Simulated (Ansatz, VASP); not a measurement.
**Cs2ZrS6 in VASP and in Ansatz**

```
Zr S Cs
1.0
     3.54240    6.13562    0.00000
    -3.54240    6.13562    0.00000
     0.00000    0.00000    5.53742
Zr S Cs
1 6 2
Direct
  0.00000 0.00000 0.00000
  0.16000 0.68000 0.19800
  0.16000 0.16000 0.19800
  0.68000 0.16000 0.19800
  0.84000 0.32000 0.80200
  0.32000 0.84000 0.80200
  0.84000 0.84000 0.80200
  0.33330 0.33340 0.69200
  0.66670 0.66660 0.30800
```

Alike in both runs: task single point; functional PBE; k mesh 3 × 3 × 3; no spin polarisation.

```csv
,VASP,Ansatz
version,VASP 6.6.1,Ansatz 0.2.0
potentials or method,"VASP PAW PBE potentials, release 64 (Zr_sv, S, Cs_sv), cutoff 520 eV",PAW plane waves
occupations,"fermi-dirac, width 0.1 eV",fermi-dirac
valence electrons in the cell,66,66
```

```tsv
	VASP	Ansatz	Ansatz less VASP
gap on the k mesh at the Fermi level (eV)	none	none	-
pressure (GPa)	13.9	14.0	+0.05
traceless stress, the component that is largest in VASP (GPa)	-2.88	-2.90	-0.016
rms of the force components (eV/Å)	1.961	1.972	+0.0118
```

Atom by atom the forces differ by 0.012 eV/Å (rms over components). A gap of «none» marks a metal or a gap that the smearing closes. Ansatz's warnings: structure snapped to symmetry.

The k mesh is coarse, so the values compare programs but aren't converged. Spin-orbit coupling is off throughout.
